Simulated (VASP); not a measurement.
Wanted: the native input for a VASP 6.6.1 run.

```
Task                   : single point
Functional             : PBE
Potentials or basis    : VASP PAW PBE potentials, release 64 (Mn_pv, Hg)
Cutoff                 : 520 eV
k mesh                 : 10 × 10 × 10
Occupations            : fermi-dirac, width 0.08 eV
Spin                   : collinear spin, ferromagnetic start
Starting moments       : [4.0, 0.0] μB
Dipole correction      : no
Further INCAR settings : ALGO = Normal; EDIFF = 1e-06; NBANDS = 24
```

The structure of MnHg lies in POSCAR:

```
MnHg
1.0
    3.3800165063      0.0000000000      0.0000000000
    0.0000000000      3.3800165063      0.0000000000
    0.0000000000      0.0000000000      3.3800165063
Mn Hg
1 1
Direct
    0.5000000000      0.5000000000      0.5000000000
    0.0000000000      0.0000000000      0.0000000000
```

One way to write it, as run:

INCAR

```
SYSTEM = MnHg
ALGO     = Normal         ! electronic algorithm
EDIFF    = 1E-6           ! SCF threshold, eV
ENCUT    = 520            ! plane-wave cutoff, eV
GGA      = PE             ! functional
ISIF     = 2              ! what is computed and relaxed
ISMEAR   = -1             ! smearing method
ISPIN    = 2              ! spin polarisation
LASPH    = .TRUE.         ! aspherical terms in the spheres
LCHARG   = .TRUE.         ! write CHGCAR
LELF     = .TRUE.         ! ELF
LMAXMIX  = 4              ! l up to which the mixer works
LORBIT   = 11             ! projections on sites
LREAL    = .FALSE.        ! projectors in reciprocal space
LVHAR    = .TRUE.       
LWAVE    = .FALSE.        ! write WAVECAR
MAGMOM   = 4 0            ! initial moments
NBANDS   = 24             ! bands
NELM     = 150            ! most SCF steps
PREC     = Accurate       ! precision mode
SIGMA    = 0.08           ! smearing width, eV
```

KPOINTS

```
k-points
0
G
  10 10 10
  0 0 0
```

Potentials or basis: VASP PAW PBE potentials, release 64 (Mn_pv, Hg).

The run is started by

```console
$ cat potpaw_PBE.64/Mn_pv/POTCAR potpaw_PBE.64/Hg/POTCAR > POTCAR
$ mpirun -np 1 vasp_std > vasp.out
```

Results of the run:

```
Pressure                                              : -3.1 GPa
Net moment                                            : 4.02 μB per cell
Site moments                                          : Mn +3.91; Hg -0.05 μB
Valence electrons inside the program's atomic spheres : Mn 11.35; Hg 10.54
```

Caveat: the cell stands under tension.

Wall time 39 s on 1 thread of Intel(R) Xeon(R) 6975P-C (Granite Rapids), with other jobs on the host, peak memory 0.22 GiB.
